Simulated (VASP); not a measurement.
Wanted: the native input for a VASP 6.6.1 run.

```
Task                   : single point
Functional             : PBE
Potentials or basis    : VASP PAW PBE potentials, release 64 (Sn_d, Se)
Cutoff                 : 500 eV
k mesh                 : 4 × 4 × 3
Occupations            : gaussian, width 0.2 eV
Spin                   : no spin polarisation
Dipole correction      : no
Further INCAR settings : ALGO = Normal; EDIFF = 1e-06; NBANDS = 35
```

The structure of Sn3Se2 lies in POSCAR:

```
Sn3Se2
1.0
    4.2313970843      0.0000000000      0.0000000000
    0.0000000000      4.2313970843      0.0000000000
    0.0000000000      0.0000000000      8.4321782782
Sn Se
3 2
Direct
    0.5000000000      0.0000000000      0.9551567590
    0.0000000000      0.5000000000      0.9551567590
    0.0000000000      0.0000000000      0.3640316288
    0.0000000000      0.0000000000      0.6922553223
    0.5000000000      0.5000000000      0.3033994509
```

The input as run:

INCAR

```
PREC     = Accurate       # precision mode
ENCUT    = 500            # plane-wave cutoff, eV
EDIFF    = 1E-6           # SCF threshold, eV
ISMEAR   = 0              # smearing method
SIGMA    = 0.2            # smearing width, eV
LREAL    = F              # projectors in reciprocal space
LASPH    = T              # aspherical terms in the spheres
NELM     = 120            # most SCF steps
ALGO     = Normal         # electronic algorithm
ISIF     = 2              # what is computed and relaxed
LWAVE    = F              # write WAVECAR
LCHARG   = T              # write CHGCAR
GGA      = PE             # functional
LELF     = T              # ELF
LVHAR    = T            
NBANDS   = 35             # bands
GGA_COMPAT= F
```

KPOINTS

```
Automatic mesh
0
Gamma
  4 4 3
```

Potentials or basis: VASP PAW PBE potentials, release 64 (Sn_d, Se).

The run is started by

```console
$ cat potpaw_PBE.64/Sn_d/POTCAR potpaw_PBE.64/Se/POTCAR > POTCAR
$ mpirun -np 1 vasp_std > vasp.out
```

It gave:

- Pressure: 0.0 GPa
- Largest force: 0.030 eV/Å
- Band gap on the k mesh: zero (band 27 reaches 5.66 eV, above the bottom of band 28 at 3.64 eV)

Caveat: the k points lie up to 0.37 Å⁻¹ apart; spin-orbit coupling is left out, which moves the levels of the heavy elements.

It took 30 s on 1 thread of Intel(R) Xeon(R) 6975P-C (Granite Rapids) (shared host), peak memory 0.25 GiB.
